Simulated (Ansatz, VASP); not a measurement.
## One calculation of K4CuPb, two programs

```
K Cu Pb
1.0
     6.42311    0.00000    0.00000
    -3.21156    5.56258    0.00000
     0.00000    0.00000    6.95909
K Cu Pb
4 1 1
Cartesian
  0.0000 3.7084 0.0000
  3.2116 1.8542 0.0000
  0.0000 3.7084 3.4795
  3.2116 1.8542 3.4795
  0.0000 0.0000 3.4795
  0.0000 0.0000 0.0000
```

Alike in both runs: functional PBE; k mesh 6 × 6 × 6; occupations gaussian, width 0.1 eV; no spin polarisation.

Ansatz relaxed the structure, and its values are those at the end. VASP's run is a single point on that final structure, the one shown.

|  | VASP | Ansatz |
| --- | --- | --- |
| version | VASP 6.6.1 | Ansatz 0.2.0 |
| potentials or method | VASP PAW PBE potentials, release 64 (K_sv, Cu, Pb_d), cutoff 520 eV | scalar-relativistic, plane waves, PAW |
| valence electrons in the cell | 61 | 69 |

Ansatz gave:

* gap on the k mesh at the Fermi level (eV): none
* pressure (GPa): 0.0

Q: Which values does VASP return?

A: gap on the k mesh at the Fermi level (eV): none; pressure (GPa): -0.1.

A gap of «none» marks a metal or a gap that the smearing closes. With one functional, cell and mesh, what is left measures potentials, basis and numerics. VASP's potentials hold 61 valence electrons a cell and Ansatz's 69, so a difference there can come from the potentials and not from the codes.

Neither program's run includes spin-orbit coupling.
